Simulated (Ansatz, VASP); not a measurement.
## BN: VASP beside Ansatz

File INCAR:

```
SYSTEM = BN
PREC = Accurate
ENCUT = 520
EDIFF = 1E-8
ISMEAR = -1
SIGMA = 0.03
LREAL = .FALSE.
LASPH = .TRUE.
NELM = 100
ALGO = Normal
ISIF = 2
LWAVE = .FALSE.
LCHARG = .FALSE.
GGA = PS
LEFG = .TRUE.
NBANDS = 11
```

Contents of KPOINTS:

```
regular mesh
0
G
  13 13 13
  0 0 0
```

The input POSCAR:

```
BN
1.0
    0.0000000000      1.7706018915      1.7706018915
    1.7706018915      0.0000000000      1.7706018915
    1.7706018915      1.7706018915      0.0000000000
B N
1 1
Direct
    0.0000000000      0.0000000000      0.0000000000
    0.7500000000      0.7500000000      0.7500000000
```

Input for Ansatz:

```yaml
crystal:
  lattice:
    - [0.0, 1.7706018915, 1.7706018915]
    - [1.7706018915, 0.0, 1.7706018915]
    - [1.7706018915, 1.7706018915, 0.0]
  atoms:
    - { symbol: B, position: [0.0, 0.0, 0.0] }
    - { symbol: "N", position: [0.75, 0.75, 0.75] }
kpoints:
  mp_grid: { grid: [13, 13, 13] }
scf:
  occupations: { method: fermi_dirac, width: 0.03 }
hamiltonian:
  xc: pbesol
  pseudopotentials: { kind: paw }
output:
  forces: true
  stress: true
  eigenvalues: true
  efg: { contact_densities: true }
```

Change from the starting cell: volume scaled by 0.94, PAW files.

Alike in both runs: task electric field gradients; functional PBEsol; k mesh 13 × 13 × 13; occupations fermi-dirac, width 0.03 eV; no spin polarisation.

|  | VASP | Ansatz |
| --- | --- | --- |
| version | VASP 6.6.1 | Ansatz 0.2.0 |
| potentials or method | VASP PAW PBE potentials, release 64 (B, N) | PAW with Ansatz's default frozen-core files, scalar-relativistic |
| plane-wave cutoff (eV) | 520 | 420 |
| valence electrons in the cell | 8 | 8 |

VASP gave:

| Property | Result |
| --- | --- |
| gap on the k mesh at the Fermi level (eV) | 4.42 |
| pressure (GPa) | 23.9 |

**Question.** What did Ansatz give for the same quantities?

**Answer.** gap on the k mesh at the Fermi level (eV): 4.43; pressure (GPa): 23.0.

VASP's potentials were made for PBE, not for PBEsol. The functional is the same, so the differences come from potentials, cutoffs and numerics.
